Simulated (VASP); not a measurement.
# Si (Ia-3) in VASP: further runs

Si is run at these levels: LDA; tasks: single point.

Everything below comes from runs of VASP 6.6.1. Logs are shortened: lines on timing, memory, paths and dates and some standing lists are left out, and cuts for length are marked.

## 1. The cell of the first run

It takes space group Ia-3 (No. 206, cubic). Conventional cell: a = 6.588 Å, b = 6.588 Å, c = 6.588 Å, α = 90.00°, β = 90.00°, γ = 90.00°. Within 3.1 Å of Si (site symmetry 3) lie 4 Si at 2.32 to 2.37 Å.

## 2. Single point, LDA

File INCAR:

```
ALGO     = Normal         # electronic algorithm
EDIFF    = 1E-7           # SCF threshold, eV
ENCUT    = 520            # plane-wave cutoff, eV
GGA      = CA             # functional
ISIF     = 2              # what is computed and relaxed
ISMEAR   = -1             # smearing method
LASPH    = T              # aspherical terms in the spheres
LCHARG   = F              # write CHGCAR
LREAL    = F              # projectors in reciprocal space
LWAVE    = F              # write WAVECAR
NBANDS   = 26             # bands
NELM     = 80             # most SCF steps
PREC     = Accurate       # precision mode
SIGMA    = 0.02           # smearing width, eV
```

File KPOINTS:

```
k-points
0
Gamma
  8 8 8
```

File POSCAR:

```
Si
1.0
   -3.2942083077      3.2942083077      3.2942083077
    3.2942083077     -3.2942083077      3.2942083077
    3.2942083077      3.2942083077     -3.2942083077
Si
8
Direct
    0.7031140000      0.7031140000      0.7031140000
    0.5000000000      0.0000000000      0.7968860000
    0.0000000000      0.7968860000      0.5000000000
    0.7968860000      0.5000000000      0.0000000000
    0.2968860000      0.2968860000      0.2968860000
    0.5000000000      0.0000000000      0.2031140000
    0.0000000000      0.2031140000      0.5000000000
    0.2031140000      0.5000000000      0.0000000000
```

Potentials or basis: VASP PAW LDA potentials, release 64 (Si).

Command:

```sh
> cat potpaw_LDA.64/Si/POTCAR > POTCAR
> mpirun -np 1 vasp_std > vasp.out
```

OUTCAR:

```text
EDIFF = 1E-7
   ENCUT = 520
   GGA = CA
   ISIF = 2
   ISMEAR = -1
   LASPH = T
   LREAL = F
   NELM = 80
   PREC = Accurate

 ion  position               nearest neighbor table
   1  0.703  0.703  0.703-   5 2.32   3 2.37   4 2.37   2 2.37
   2  0.500  0.000  0.797-   6 2.32   1 2.37   3 2.37   4 2.37
   3  0.000  0.797  0.500-   7 2.32   2 2.37   1 2.37   4 2.37
   4  0.797  0.500  0.000-   8 2.32   3 2.37   1 2.37   2 2.37
   5  0.297  0.297  0.297-   1 2.32   6 2.37   7 2.37   8 2.37
   6  0.500  0.000  0.203-   2 2.32   5 2.37   7 2.37   8 2.37
   7  0.000  0.203  0.500-   3 2.32   5 2.37   8 2.37   6 2.37
   8  0.203  0.500  0.000-   4 2.32   5 2.37   7 2.37   6 2.37

  LATTYP: Found a body centered cubic cell.
 ALAT       =     6.5884166154

  Lattice vectors:

 A1 = (  -3.2942083077,   3.2942083077,   3.2942083077)
 A2 = (   3.2942083077,  -3.2942083077,   3.2942083077)
 A3 = (   3.2942083077,   3.2942083077,  -3.2942083077)

Analysis of symmetry for initial positions (statically):
=====================================================================
 Subroutine PRICEL returns:
 Original cell was already a primitive cell.

 Routine SETGRP: Setting up the symmetry group for a
 body centered cubic supercell.

 Subroutine GETGRP returns: Found 24 space group operations
 (whereof  6 operations were pure point group operations)
 out of a pool of 48 trial point group operations.

The static configuration has the point symmetry S_6 .
 The point group associated with its full space group is T_h .

Analysis of symmetry for dynamics (positions and initial velocities):
=====================================================================
 Subroutine PRICEL returns:
 Original cell was already a primitive cell.

 Routine SETGRP: Setting up the symmetry group for a
 body centered cubic supercell.

 Subroutine GETGRP returns: Found 24 space group operations
 (whereof  6 operations were pure point group operations)
 out of a pool of 48 trial point group operations.

The dynamic configuration has the point symmetry S_6 .
 The point group associated with its full space group is T_h .

 Subroutine INISYM returns: Found 24 space group operations
 (whereof  6 operations are pure point group operations),
 and found     1 'primitive' translations

----------------------------------------------------------------------------------------

                                     Primitive cell

  volume of cell :     142.9925

  direct lattice vectors                    reciprocal lattice vectors
    -3.294208308  3.294208308  3.294208308     0.000000000  0.151781537  0.151781537
     3.294208308 -3.294208308  3.294208308     0.151781537  0.000000000  0.151781537
     3.294208308  3.294208308 -3.294208308     0.151781537  0.151781537  0.000000000

  length of vectors
     5.705736160  5.705736160  5.705736160     0.214651508  0.214651508  0.214651508

  position of ions in fractional coordinates (direct lattice)
     0.703114000  0.703114000  0.703114000
     0.500000000  0.000000000  0.796886000
     0.000000000  0.796886000  0.500000000
     0.796886000  0.500000000  0.000000000
     0.296886000  0.296886000  0.296886000
     0.500000000  0.000000000  0.203114000
     0.000000000  0.203114000  0.500000000
     0.203114000  0.500000000  0.000000000

  ion indices of the primitive-cell ions
   primitive index   ion index
                 1           1
                 2           2
                 3           3
                 4           4
                 5           5
                 6           6
                 7           7
                 8           8

----------------------------------------------------------------------------------------

 KPOINTS: k-points

Automatic generation of k-mesh.
 Grid dimensions read from file:
 generate k-points for:    8    8    8

 Generating k-lattice:

  Cartesian coordinates                     Fractional coordinates (reciprocal lattice)
     0.000000000  0.018972692  0.018972692     0.125000000  0.000000000  0.000000000
     0.018972692  0.000000000  0.018972692     0.000000000  0.125000000  0.000000000
     0.018972692  0.018972692  0.000000000     0.000000000  0.000000000  0.125000000

  Length of vectors
     0.026831439  0.026831439  0.026831439

  Shift w.r.t. Gamma in fractional coordinates (k-lattice)
     0.000000000  0.000000000  0.000000000

 Subroutine IBZKPT returns following result:
 ===========================================

 Found     35 irreducible k-points:

 Following reciprocal coordinates:
            Coordinates               Weight
  0.000000  0.000000  0.000000      1.000000
  0.125000  0.000000  0.000000     12.000000
  0.250000  0.000000  0.000000     12.000000
  0.375000  0.000000  0.000000     12.000000
  0.500000  0.000000  0.000000      6.000000
  0.125000  0.125000  0.000000     24.000000
[... 16 lines left out ...]
  0.500000  0.500000  0.125000     12.000000
 -0.375000  0.500000  0.125000     24.000000
 [... further k-points ...]
   k-points           NKPTS =     35   k-points in BZ     NKDIM =     35   number of bands    NBANDS=     26
   number of dos      NEDOS =    301   number of ions     NIONS =      8
   total plane-waves  NPLWV =  74088
   dimension x,y,z NGX =    42 NGY =   42 NGZ =   42
   dimension x,y,z NGXF=    84 NGYF=   84 NGZF=   84
   ions per type =               8
   NGX,Y,Z   is equivalent  to a cutoff of  12.24, 12.24, 12.24 a.u.
   NGXF,Y,Z  is equivalent  to a cutoff of  24.47, 24.47, 24.47 a.u.
 SYSTEM =  unknown system
   PREC   = accura    normal or accurate (medium, high low for compatibility)
   ISTART =      0    job   : 0-new  1-cont  2-samecut
   ICHARG =      2    charge: 1-file 2-atom 10-const
   ISPIN  =      1    spin polarized calculation?
   LNONCOLLINEAR =      F non collinear calculations
   LSORBIT =      F    spin-orbit coupling
   LASPH  =      T    aspherical Exc in radial PAW
   ENCUT  =  520.0 eV  38.22 Ry    6.18 a.u.  10.61 10.61 10.61*2*pi/ulx,y,z
   NELM   =     80;   NELMIN=  2; NELMDL= -5     # of ELM steps
   EDIFF  = 0.1E-06   stopping-criterion for ELM
   LREAL  =      F    real-space projection
   EDIFFG = 0.1E-05   stopping-criterion for IOM
   NSW    =      0    number of steps for IOM
   IBRION =     -1    ionic relax: 0-MD 1-quasi-New 2-CG
   NFREE  =      0    steps in history (QN), initial steepest desc. (CG)
   ISIF   =      2    stress and relaxation
   ISYM   =      2    0-nonsym 1-usesym 2-fastsym
   POTIM  = 0.5000    time-step for ionic-motion
   TEBEG  =    0.0;   TEEND  =   0.0 temperature during run
   PSTRESS=    0.0 pullay stress
   NELECT =      32.0000    total number of electrons
   NUPDOWN=      -1.0000    fix difference up-down
   EMIN   =  10.00;   EMAX   =-10.00  energy-range for DOS
   EFERMI =   0.00;   METHOD = LEGACY
   ISMEAR =    -1;   SIGMA  =   0.02  broadening in eV -4-tet -1-fermi 0-gaus
   EFERMI_NEDOS =   21; number of points for ismear=-14 and -15
   IALGO  =     38    algorithm
   IMIX   =      4    mixing-type and parameters
     AMIX     =   0.40;   BMIX     =  1.00
     AMIX_MAG =   1.60;   BMIX_MAG =  1.00
  volume/ion in A,a.u.               =      17.87       120.62
  Fermi-wavevector in a.u.,A,eV,Ry     =   0.993925  1.878247 13.441027  0.987888
  Thomas-Fermi vector in A             =   2.125841
   LORBIT       =      0    0 simple, 1 ext, 2 COOP (PROOUT), +10 PAW based schemes
   GGA     = CA    functional components
   LHFCALC =     F    Hartree Fock is set to
   AEXX    =    0.0000 exact exchange contribution
   IVDW    =     0    specifies the selected vdW correction
   LEPSILON=     F    determine dielectric tensor
   LRPA    =     F    only Hartree local field effects (RPA)
 non-spin polarized calculation
  energy-cutoff  :      520.00
  volume of cell :      142.99
 maximum number of plane-waves:      3925
   NGX = 21   NGY = 21   NGZ = 21

 number of electron      32.0000004 magnetization

 Free energy of the ion-electron system (eV)
  ---------------------------------------------------
  ext. energy  EPLUGINS =         0.00000000
  ---------------------------------------------------
  free energy    TOTEN  =       -46.69732315 eV

  energy without entropy =      -46.69591036  energy(sigma->0) =      -46.69661675

 E-fermi :   7.2827     XC(G=0): -10.1864

 val. band max:        7.2462694406   @ k =   0.5000   0.5000   0.3750
 cond. band min:       7.2914469938   @ k =   0.5000   0.5000   0.3750
 fundamental gap:      0.0451775532
 Fermi energy:         7.2826599972

 k-point     1 :       0.0000    0.0000    0.0000
  band No.  band energies     occupation
      1      -5.5348      2.00000
      2      -1.0614      2.00000
      3      -0.7284      2.00000
      4      -0.7284      2.00000
      5      -0.7284      2.00000
      6       0.7969      2.00000
[... 18 lines left out ...]
     25      12.7343      0.00000
     26      13.1459      0.00000

 k-point     2 :       0.1250    0.0000    0.0000
  band No.  band energies     occupation
      1      -5.4375      2.00000
      2      -1.4225      2.00000
      3      -1.1072      2.00000
      4      -0.9639      2.00000
      5      -0.5191      2.00000
      6       0.6420      2.00000
[... 18 lines left out ...]
     25      12.6904      0.00000
     26      12.7861      0.00000

 k-point     3 :       0.2500    0.0000    0.0000
  band No.  band energies     occupation
      1      -5.1469      2.00000
      2      -2.2675      2.00000
      3      -1.4895      2.00000
      4      -1.3381      2.00000
      5      -0.3204      2.00000
      6       0.3417      2.00000
[... 18 lines left out ...]
     25      12.1152      0.00000
     26      12.4033      0.00000

 k-point     4 :       0.3750    0.0000    0.0000
  band No.  band energies     occupation
      1      -4.6676      2.00000
      2      -3.1922      2.00000
      3      -1.6897      2.00000
      4      -1.6118      2.00000
      5      -0.2096      2.00000
      6       0.0761      2.00000
[... 18 lines left out ...]
     25      12.0500      0.00000
     26      12.1058      0.00000

 k-point     5 :       0.5000    0.0000    0.0000
  band No.  band energies     occupation
      1      -4.0092      2.00000
      2      -4.0092      2.00000
      3      -1.7320      2.00000
      4      -1.7320      2.00000
      5      -0.1014      2.00000
      6      -0.1014      2.00000
[... 18 lines left out ...]
     25      11.9254      0.00000
     26      11.9254      0.00000

 k-point     6 :       0.1250    0.1250    0.0000
  band No.  band energies     occupation
      1      -5.2435      2.00000
      2      -1.8366      2.00000
      3      -1.6925      2.00000
      4      -1.2312      2.00000
      5      -0.3001      2.00000
      6       0.5651      2.00000
[... 427 lines left out ...]
 k-point    21 :       0.1250   -0.1250    0.3750
  band No.  band energies     occupation
      1      -4.5744      2.00000
      2      -3.1239      2.00000
      3      -2.1603      2.00000
      4      -1.3129      2.00000
      5      -0.4461      2.00000
      6       0.4042      2.00000
[... 18 lines left out ...]
     25      10.9102      0.00000
     26      12.1085      0.00000

 k-point    22 :      -0.2500    0.3750    0.1250
  band No.  band energies     occupation
      1      -4.6701      2.00000
      2      -2.6137      2.00000
      3      -2.5536      2.00000
      4      -1.1409      2.00000
      5      -0.6184      2.00000
      6       0.2279      2.00000
[... 18 lines left out ...]
     25      11.4811      0.00000
     26      11.9392      0.00000

 k-point    23 :       0.5000    0.5000    0.1250
  band No.  band energies     occupation
      1      -3.9227      2.00000
      2      -3.9213      2.00000
      3      -2.2705      2.00000
      4      -1.3326      2.00000
      5      -0.3149      2.00000
      6       0.0402      2.00000
[... 18 lines left out ...]
     25      11.1778      0.00000
     26      11.3371      0.00000

 k-point    24 :      -0.3750    0.5000    0.1250
  band No.  band energies     occupation
      1      -4.1100      2.00000
      2      -3.3905      2.00000
      3      -2.7645      2.00000
      4      -1.1918      2.00000
      5      -0.3878      2.00000
      6      -0.0295      2.00000
[... 18 lines left out ...]
     25      11.4758      0.00000
     26      11.6951      0.00000

 [... further k-points ...]
[... 5 lines left out ...]
  --------------------------------------------------------------------------------------
  -------------------------------------------------------------------------------------
  Total       -0.5588803     -0.5588803     -0.5588803      0.0000000      0.0000000      0.0000000
  in kB       -6.2620451     -6.2620451     -6.2620451      0.0000000      0.0000000      0.0000000
  external PRESSURE =      -6.2620451 kB  Pullay stress =       0.0000000 kB

 VOLUME and BASIS-vectors are now :
 -----------------------------------------------------------------------------
  energy-cutoff  :      520.00
  volume of cell :      142.99
      direct lattice vectors                 reciprocal lattice vectors
    -3.294208308  3.294208308  3.294208308     0.000000000  0.151781537  0.151781537
     3.294208308 -3.294208308  3.294208308     0.151781537  0.000000000  0.151781537
     3.294208308  3.294208308 -3.294208308     0.151781537  0.151781537  0.000000000

 POSITION                                       TOTAL-FORCE (eV/Angst)
 -----------------------------------------------------------------------------------
      2.31620      2.31620      2.31620         0.045220      0.045220      0.045220
      0.97800      4.27221     -0.97800        -0.045220     -0.045220      0.045220
      4.27221     -0.97800      0.97800        -0.045220      0.045220     -0.045220
     -0.97800      0.97800      4.27221         0.045220     -0.045220     -0.045220
      0.97800      0.97800      0.97800        -0.045220     -0.045220     -0.045220
     -0.97800      2.31620      0.97800         0.045220      0.045220     -0.045220
      2.31620      0.97800     -0.97800         0.045220     -0.045220      0.045220
      0.97800     -0.97800      2.31620        -0.045220      0.045220      0.045220
 -----------------------------------------------------------------------------------
    total drift:                                0.000000     -0.000000     -0.000000

  FREE ENERGIE OF THE ION-ELECTRON SYSTEM (eV)
  ---------------------------------------------------
  free  energy   TOTEN  =       -46.6973231493 eV

  energy  without entropy=      -46.6959103596  energy(sigma->0) =      -46.69661675
```

Wall time 1.9 min (1 thread of Intel Xeon Platinum 8488C (Sapphire Rapids), shared host); peak memory 0.25 GiB.

What came out:

```
Free energy            : -46.6973 eV
Pressure               : -0.6 GPa
Largest force          : 0.078 eV/Å
Band gap on the k mesh : zero (bands 16 and 17 overlap by 0.20 eV)
```

Forces in eV/Å, atoms in the order of the input:
```
Si   0.045  0.045  0.045
Si  -0.045 -0.045  0.045
Si  -0.045  0.045 -0.045
Si   0.045 -0.045 -0.045
Si  -0.045 -0.045 -0.045
Si   0.045  0.045 -0.045
Si   0.045 -0.045  0.045
Si  -0.045  0.045  0.045
```

Caveat: semilocal functionals underestimate gaps, so a narrow gap can read as zero.

(Part 1 of 2 ends here.)
